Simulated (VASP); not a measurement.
F: single point with PBEsol

The system is F.

```
F
1.0
     1.80076    0.00000    0.00000
    -0.90038    1.55951    0.00000
     0.00000    0.00000    3.28850
F
2
Direct
  0.33333 0.66667 0.25000
  0.66667 0.33333 0.75000
```

```yaml
Program: VASP 6.6.1
Task: single point
Functional: PBEsol
Potentials_or_basis: VASP PAW PBE potentials, release 64 (F)
Cutoff: 520 eV
k_mesh: 21 × 21 × 11
Occupations: fermi-dirac, width 0.05 eV
Spin: no spin polarisation
Dipole_correction: no
Further_INCAR_settings: ALGO = Normal; EDIFF = 1e-06; NBANDS = 14
```

```yaml
Pressure: 290.0 GPa
Band_gap_on_the_k_mesh: zero (band 7 reaches 9.75 eV, above the bottom of band 8 at 4.61 eV)
```

Stress tensor (GPa, compression positive):
```
290.33   0.00   0.00
  0.00 290.33   0.00
  0.00   0.00 289.32
```

Levels at points of the mesh, in eV from the Fermi level:
```tsv
k point	band 4	band 5	band 6	band 7	band 8	band 9	band 10	band 11
(0.00, 0.00, 0.00)	0.65	1.61	1.61	2.38	2.38	25.27	31.90	32.17
```

It took 23 s on 1 thread of Intel(R) Xeon(R) Platinum 8488C (Sapphire Rapids), on a shared host, peak memory 0.13 GiB.

Caveat: the PAW data sets were made with another functional, which shifts forces and pressure a little.
